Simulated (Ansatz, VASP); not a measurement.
## One calculation of C, two programs

```xyz
2
Lattice="0.0000 1.7785 1.7785 1.7785 0.0000 1.7785 1.7785 1.7785 0.0000" Properties=species:S:1:pos:R:3 pbc="T T T"
C     0.0000    0.0000    0.0000
C     0.8892    0.8892    0.8892
```

Alike in both runs: functional PBE; dispersion D3(BJ); k mesh 12 × 12 × 12; occupations gaussian, width 0.02 eV; no spin polarisation.

Ansatz relaxed the structure, and its values are those at the end. VASP's run is a single point on that final structure, the one shown.

```csv
,VASP,Ansatz
version,VASP 6.6.1,Ansatz 0.2.0
potentials or method,"VASP PAW PBE potentials, release 64 (C), cutoff 600 eV","scalar-relativistic, plane waves, PAW"
valence electrons in the cell,8,8
```

VASP gave:

| Property | Result |
| --- | --- |
| gap on the k mesh at the Fermi level (eV) | 4.17 |
| least direct gap on the mesh (eV) | 5.61 |
| pressure (GPa) | 0.0 |

**Question.** What did Ansatz give for the same quantities?

**Answer.** gap on the k mesh at the Fermi level (eV): 4.18; least direct gap on the mesh (eV): 5.62; pressure (GPa): 0.0.
